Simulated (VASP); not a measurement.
# Pd (Fm-3m) in VASP: a series of runs

Runs on Pd. Level: PBE. Tasks: single point.

Everything below comes from runs of VASP 6.6.1. Logs are shortened: lines on timing, memory, paths and dates and some standing lists are left out, and cuts for length are marked.

## Step 1: The cell of the first run

Symmetry: Fm-3m, No. 225, cubic system. Conventional cell: a = 3.893 Å, b = 3.893 Å, c = 3.893 Å, α = 90.00°, β = 90.00°, γ = 90.00°. Within 3.6 Å of Pd (site symmetry m-3m) lie 12 Pd at 2.75 Å.

## Step 2: Single point, PBE

INCAR reads:

```
ALGO = Normal ; EDIFF = 1E-6
ENCUT = 500 ; GGA = PE
GGA_COMPAT = F ; ISIF = 2
ISMEAR = -1 ; LASPH = T
LCHARG = F ; LREAL = F
LWAVE = F ; NBANDS = 11
NELM = 120 ; PREC = Accurate
SIGMA = 0.05
```

KPOINTS reads:

```
k-points
0
Gamma
  11 11 11
```

POSCAR reads:

```
Pd
1.0
    0.0000000000      1.9465000000      1.9465000000
    1.9465000000      0.0000000000      1.9465000000
    1.9465000000      1.9465000000      0.0000000000
Pd
1
Direct
    0.0000000000      0.0000000000      0.0000000000
```

Potentials or basis: VASP PAW PBE potentials, release 64 (Pd).

Command:

```bash
cat potpaw_PBE.64/Pd/POTCAR > POTCAR
mpirun -np 1 vasp_std > vasp.out
```

OUTCAR:

```text
EDIFF = 1E-6
   ENCUT = 500
   GGA = PE
   ISIF = 2
   ISMEAR = -1
   LASPH = T
   LREAL = F
   NELM = 120
   PREC = Accurate

 ion  position               nearest neighbor table
   1  0.000  0.000  0.000-

  LATTYP: Found a face centered cubic cell.
 ALAT       =     3.8930000000

  Lattice vectors:

 A1 = (   0.0000000000,   1.9465000000,   1.9465000000)
 A2 = (   1.9465000000,   0.0000000000,   1.9465000000)
 A3 = (   1.9465000000,   1.9465000000,   0.0000000000)

Analysis of symmetry for initial positions (statically):
=====================================================================
 Subroutine PRICEL returns:
 Original cell was already a primitive cell.

 Routine SETGRP: Setting up the symmetry group for a
 face centered cubic supercell.

 Subroutine GETGRP returns: Found 48 space group operations
 (whereof 48 operations were pure point group operations)
 out of a pool of 48 trial point group operations.

The static configuration has the point symmetry O_h .

Analysis of symmetry for dynamics (positions and initial velocities):
=====================================================================
 Subroutine PRICEL returns:
 Original cell was already a primitive cell.

 Routine SETGRP: Setting up the symmetry group for a
 face centered cubic supercell.

 Subroutine GETGRP returns: Found 48 space group operations
 (whereof 48 operations were pure point group operations)
 out of a pool of 48 trial point group operations.

The dynamic configuration has the point symmetry O_h .

 Subroutine INISYM returns: Found 48 space group operations
 (whereof 48 operations are pure point group operations),
 and found     1 'primitive' translations

----------------------------------------------------------------------------------------

                                     Primitive cell

  volume of cell :      14.7500

  direct lattice vectors                    reciprocal lattice vectors
     0.000000000  1.946500000  1.946500000    -0.256871307  0.256871307  0.256871307
     1.946500000  0.000000000  1.946500000     0.256871307 -0.256871307  0.256871307
     1.946500000  1.946500000  0.000000000     0.256871307  0.256871307 -0.256871307

  length of vectors
     2.752766699  2.752766699  2.752766699     0.444914156  0.444914156  0.444914156

  position of ions in fractional coordinates (direct lattice)
     0.000000000  0.000000000  0.000000000

  ion indices of the primitive-cell ions
   primitive index   ion index
                 1           1

----------------------------------------------------------------------------------------

 KPOINTS: k-points

Automatic generation of k-mesh.
 Grid dimensions read from file:
 generate k-points for:   11   11   11

 Generating k-lattice:

  Cartesian coordinates                     Fractional coordinates (reciprocal lattice)
    -0.023351937  0.023351937  0.023351937     0.090909091  0.000000000  0.000000000
     0.023351937 -0.023351937  0.023351937     0.000000000  0.090909091  0.000000000
     0.023351937  0.023351937 -0.023351937     0.000000000  0.000000000  0.090909091

  Length of vectors
     0.040446741  0.040446741  0.040446741

  Shift w.r.t. Gamma in fractional coordinates (k-lattice)
     0.000000000  0.000000000  0.000000000

 Subroutine IBZKPT returns following result:
 ===========================================

 Found     56 irreducible k-points:

 Following reciprocal coordinates:
            Coordinates               Weight
  0.000000  0.000000  0.000000      1.000000
  0.090909  0.000000  0.000000      8.000000
  0.181818  0.000000  0.000000      8.000000
  0.272727  0.000000  0.000000      8.000000
  0.363636  0.000000  0.000000      8.000000
  0.454545  0.000000  0.000000      8.000000
[... 16 lines left out ...]
 -0.272727  0.181818  0.000000     24.000000
 -0.181818  0.181818  0.000000     12.000000
 [... further k-points ...]
   k-points           NKPTS =     56   k-points in BZ     NKDIM =     56   number of bands    NBANDS=     11
   number of dos      NEDOS =    301   number of ions     NIONS =      1
   total plane-waves  NPLWV =   8000
   dimension x,y,z NGX =    20 NGY =   20 NGZ =   20
   dimension x,y,z NGXF=    40 NGYF=   40 NGZF=   40
   ions per type =               1
   NGX,Y,Z   is equivalent  to a cutoff of  12.08, 12.08, 12.08 a.u.
   NGXF,Y,Z  is equivalent  to a cutoff of  24.16, 24.16, 24.16 a.u.
 SYSTEM =  unknown system
   PREC   = accura    normal or accurate (medium, high low for compatibility)
   ISTART =      0    job   : 0-new  1-cont  2-samecut
   ICHARG =      2    charge: 1-file 2-atom 10-const
   ISPIN  =      1    spin polarized calculation?
   LNONCOLLINEAR =      F non collinear calculations
   LSORBIT =      F    spin-orbit coupling
   LASPH  =      T    aspherical Exc in radial PAW
   ENCUT  =  500.0 eV  36.75 Ry    6.06 a.u.   5.02  5.02  5.02*2*pi/ulx,y,z
   NELM   =    120;   NELMIN=  2; NELMDL= -5     # of ELM steps
   EDIFF  = 0.1E-05   stopping-criterion for ELM
   LREAL  =      F    real-space projection
   EDIFFG = 0.1E-04   stopping-criterion for IOM
   NSW    =      0    number of steps for IOM
   IBRION =     -1    ionic relax: 0-MD 1-quasi-New 2-CG
   NFREE  =      0    steps in history (QN), initial steepest desc. (CG)
   ISIF   =      2    stress and relaxation
   ISYM   =      2    0-nonsym 1-usesym 2-fastsym
   POTIM  = 0.5000    time-step for ionic-motion
   TEBEG  =    0.0;   TEEND  =   0.0 temperature during run
   PSTRESS=    0.0 pullay stress
   NELECT =      10.0000    total number of electrons
   NUPDOWN=      -1.0000    fix difference up-down
   EMIN   =  10.00;   EMAX   =-10.00  energy-range for DOS
   EFERMI =   0.00;   METHOD = LEGACY
   ISMEAR =    -1;   SIGMA  =   0.05  broadening in eV -4-tet -1-fermi 0-gaus
   EFERMI_NEDOS =   21; number of points for ismear=-14 and -15
   IALGO  =     38    algorithm
   IMIX   =      4    mixing-type and parameters
     AMIX     =   0.40;   BMIX     =  1.00
     AMIX_MAG =   1.60;   BMIX_MAG =  1.00
  volume/ion in A,a.u.               =      14.75        99.54
  Fermi-wavevector in a.u.,A,eV,Ry     =   1.438171  2.717748 28.141404  2.068335
  Thomas-Fermi vector in A             =   2.557167
   LORBIT       =      0    0 simple, 1 ext, 2 COOP (PROOUT), +10 PAW based schemes
   GGA     = PE    functional components
   LHFCALC =     F    Hartree Fock is set to
   AEXX    =    0.0000 exact exchange contribution
   IVDW    =     0    specifies the selected vdW correction
   LEPSILON=     F    determine dielectric tensor
   LRPA    =     F    only Hartree local field effects (RPA)
 non-spin polarized calculation
  energy-cutoff  :      500.00
  volume of cell :       14.75
 maximum number of plane-waves:       383
   NGX =  9   NGY =  9   NGZ =  9

 number of electron      10.0000000 magnetization

 number of electron       9.9999999 magnetization

 Free energy of the ion-electron system (eV)
  ---------------------------------------------------
  ext. energy  EPLUGINS =         0.00000000
  ---------------------------------------------------
  free energy    TOTEN  =        -5.20151766 eV

  energy without entropy =       -5.18072490  energy(sigma->0) =       -5.19112128

 E-fermi :   9.8149     XC(G=0): -13.1832

 val. band max:        9.7902544462   @ k =  -0.4545   0.3636   0.0909
 cond. band min:       9.8165063790   @ k =   0.4545   0.1818   0.0000
 fundamental gap:      0.0262519328
 Fermi energy:         9.8149207048

 k-point     1 :       0.0000    0.0000    0.0000
  band No.  band energies     occupation
      1       2.6438      2.00000
      2       6.9553      2.00000
      3       6.9553      2.00000
      4       6.9553      2.00000
      5       8.5652      2.00000
      6       8.5652      2.00000
      7      26.9767      0.00000
      8      31.7526      0.00000
      9      31.7526      0.00000
     10      31.7526      0.00000
     11      36.0408      0.00000

 k-point     2 :       0.0909    0.0000    0.0000
  band No.  band energies     occupation
      1       2.9405      2.00000
      2       6.8548      2.00000
      3       7.0549      2.00000
      4       7.0549      2.00000
      5       8.5204      2.00000
      6       8.5204      2.00000
      7      27.2681      0.00000
      8      30.0408      0.00000
      9      32.0920      0.00000
     10      32.0920      0.00000
     11      36.1226      0.00000

 k-point     3 :       0.1818    0.0000    0.0000
  band No.  band energies     occupation
      1       3.7213      2.00000
      2       6.7118      2.00000
      3       7.2347      2.00000
      4       7.2347      2.00000
      5       8.5157      2.00000
      6       8.5157      2.00000
      7      26.6431      0.00000
      8      28.2274      0.00000
      9      32.9416      0.00000
     10      32.9416      0.00000
     11      35.8411      0.00000

 k-point     4 :       0.2727    0.0000    0.0000
  band No.  band energies     occupation
      1       4.4619      2.00000
      2       7.1342      2.00000
      3       7.2198      2.00000
      4       7.2198      2.00000
      5       8.8262      2.00000
      6       8.8262      2.00000
      7      23.4843      0.00000
      8      27.8545      0.00000
      9      33.3748      0.00000
     10      33.3748      0.00000
     11      35.7702      0.00000

 k-point     5 :       0.3636    0.0000    0.0000
  band No.  band energies     occupation
      1       4.5895      2.00000
      2       7.0507      2.00000
      3       7.0507      2.00000
      4       8.6709      2.00000
      5       9.3429      1.99984
      6       9.3429      1.99984
      7      20.1727      0.00000
      8      26.9867      0.00000
      9      32.0991      0.00000
     10      32.0991      0.00000
     11      36.4422      0.00000

 k-point     6 :       0.4545    0.0000    0.0000
  band No.  band energies     occupation
      1       4.5096      2.00000
      2       6.9238      2.00000
      3       6.9238      2.00000
      4       9.7169      1.75331
      5       9.7169      1.75331
      6      10.4492      0.00001
      7      17.5653      0.00000
      8      26.4087      0.00000
      9      31.0393      0.00000
     10      31.0393      0.00000
     11      36.1881      0.00000

 k-point     7 :       0.0909    0.0909    0.0000
  band No.  band energies     occupation
      1       3.0398      2.00000
      2       6.7399      2.00000
      3       7.1363      2.00000
      4       7.1363      2.00000
      5       8.3458      2.00000
      6       8.6514      2.00000
      7      27.4103      0.00000
      8      30.5469      0.00000
      9      31.4619      0.00000
     10      31.4619      0.00000
     11      36.1151      0.00000

 k-point     8 :       0.1818    0.0909    0.0000
  band No.  band energies     occupation
      1       3.6710      2.00000
      2       6.5190      2.00000
      3       7.3320      2.00000
      4       7.3482      2.00000
      5       8.2049      2.00000
      6       8.7411      2.00000
      7      27.5905      0.00000
      8      28.5354      0.00000
      9      31.2292      0.00000
     10      32.2077      0.00000
     11      36.1263      0.00000
[... 141 lines left out ...]
 k-point    19 :       0.3636    0.1818    0.0000
  band No.  band energies     occupation
      1       5.1395      2.00000
      2       6.1487      2.00000
      3       7.1159      2.00000
      4       7.8685      2.00000
      5       9.5303      1.99328
      6       9.9542      0.11616
      7      22.8632      0.00000
      8      27.6160      0.00000
      9      28.1625      0.00000
     10      30.5122      0.00000
     11      35.8820      0.00000

 k-point    20 :       0.4545    0.1818    0.0000
  band No.  band energies     occupation
      1       5.1160      2.00000
      2       6.4215      2.00000
      3       7.2756      2.00000
      4       7.6998      2.00000
      5       9.8165      0.98414
      6      11.9389      0.00000
      7      19.4849      0.00000
      8      26.4588      0.00000
      9      28.0355      0.00000
     10      29.6199      0.00000
     11      36.1246      0.00000

 k-point    21 :      -0.4545    0.1818    0.0000
  band No.  band energies     occupation
      1       5.1408      2.00000
      2       6.3912      2.00000
      3       7.5644      2.00000
      4       7.6825      2.00000
      5       9.7143      1.76422
      6      13.8056      0.00000
      7      17.1675      0.00000
      8      25.5326      0.00000
      9      28.7690      0.00000
     10      28.8429      0.00000
     11      36.1289      0.00000

 k-point    22 :      -0.3636    0.1818    0.0000
  band No.  band energies     occupation
      1       5.2812      2.00000
      2       6.4913      2.00000
      3       7.5426      2.00000
      4       7.5549      2.00000
      5       9.2209      1.99999
      6      12.8914      0.00000
      7      18.6912      0.00000
      8      25.0131      0.00000
      9      28.7414      0.00000
     10      30.4324      0.00000
     11      36.1187      0.00000

 k-point    23 :      -0.2727    0.1818    0.0000
  band No.  band energies     occupation
      1       5.4615      2.00000
      2       6.5924      2.00000
      3       6.9684      2.00000
      4       7.6602      2.00000
      5       8.5318      2.00000
      6      11.2507      0.00000
      7      21.8917      0.00000
      8      25.0289      0.00000
      9      29.4604      0.00000
     10      32.7583      0.00000
     11      34.3750      0.00000

 k-point    24 :      -0.1818    0.1818    0.0000
  band No.  band energies     occupation
      1       5.1174      2.00000
      2       6.2708      2.00000
      3       7.1541      2.00000
      4       7.8649      2.00000
      5       7.9103      2.00000
      6       9.9549      0.11472
      7      24.8662      0.00000
      8      25.8075      0.00000
      9      30.9796      0.00000
     10      32.3544      0.00000
     11      34.8793      0.00000

 [... further k-points ...]
[... 5 lines left out ...]
  --------------------------------------------------------------------------------------
  -------------------------------------------------------------------------------------
  Total        0.6689130      0.6689130      0.6689130      0.0000000      0.0000000     -0.0000000
  in kB       72.6585953     72.6585953     72.6585953      0.0000000      0.0000000     -0.0000000
  external PRESSURE =      72.6585953 kB  Pullay stress =       0.0000000 kB

 VOLUME and BASIS-vectors are now :
 -----------------------------------------------------------------------------
  energy-cutoff  :      500.00
  volume of cell :       14.75
      direct lattice vectors                 reciprocal lattice vectors
     0.000000000  1.946500000  1.946500000    -0.256871307  0.256871307  0.256871307
     1.946500000  0.000000000  1.946500000     0.256871307 -0.256871307  0.256871307
     1.946500000  1.946500000  0.000000000     0.256871307  0.256871307 -0.256871307

 POSITION                                       TOTAL-FORCE (eV/Angst)
 -----------------------------------------------------------------------------------
      0.00000      0.00000      0.00000         0.000000      0.000000      0.000000
 -----------------------------------------------------------------------------------
    total drift:                               -0.000000     -0.000000     -0.000000

  FREE ENERGIE OF THE ION-ELECTRON SYSTEM (eV)
  ---------------------------------------------------
  free  energy   TOTEN  =        -5.2015176581 eV

  energy  without entropy=       -5.1807249027  energy(sigma->0) =       -5.19112128
```

It used 8.1 s of CPU time on 1 thread of AMD EPYC 7R13 Processor (Zen 3), on a shared host.

What came out:

| Property | Result |
| --- | --- |
| Free energy | -5.2015 eV |
| Pressure | 7.3 GPa |
| Band gap on the k mesh | zero (band 5 reaches 10.02 eV, above the bottom of band 6 at 8.52 eV) |

## Step 3: Single point, PBE

INCAR reads:

```
PREC     = Accurate       # precision mode
ENCUT    = 500            # plane-wave cutoff, eV
EDIFF    = 1E-6           # SCF threshold, eV
ISMEAR   = -1             # smearing method
SIGMA    = 0.025          # smearing width, eV
LREAL    = F              # projectors in reciprocal space
LASPH    = T              # aspherical terms in the spheres
NELM     = 120            # most SCF steps
ALGO     = Normal         # electronic algorithm
ISIF     = 2              # what is computed and relaxed
LWAVE    = F              # write WAVECAR
LCHARG   = F              # write CHGCAR
GGA      = PE             # functional
NBANDS   = 11             # bands
GGA_COMPAT= F
```

KPOINTS reads:

```
regular mesh
0
Gamma
  11 11 11
```

POSCAR is that of step 2.

Potentials or basis: VASP PAW PBE potentials, release 64 (Pd).

Command:

```bash
cat potpaw_PBE.64/Pd/POTCAR > POTCAR
mpirun -np 1 vasp_std > vasp.out
```

It used 7.8 s of CPU time on 1 thread of AMD EPYC 7R13 Processor (Zen 3) (shared host).

Results (log left out):

- Free energy: -5.1938 eV
- Pressure: 7.2 GPa
- Band gap on the k mesh: zero (band 5 reaches 10.03 eV, above the bottom of band 6 at 8.52 eV)

Levels at points of the mesh, in eV from the Fermi level:
```tsv
k point	band 3	band 4	band 5	band 6	band 7	band 8
(0.00, 0.00, 0.00)	-2.85	-2.85	-1.24	-1.24	17.17	21.94
```
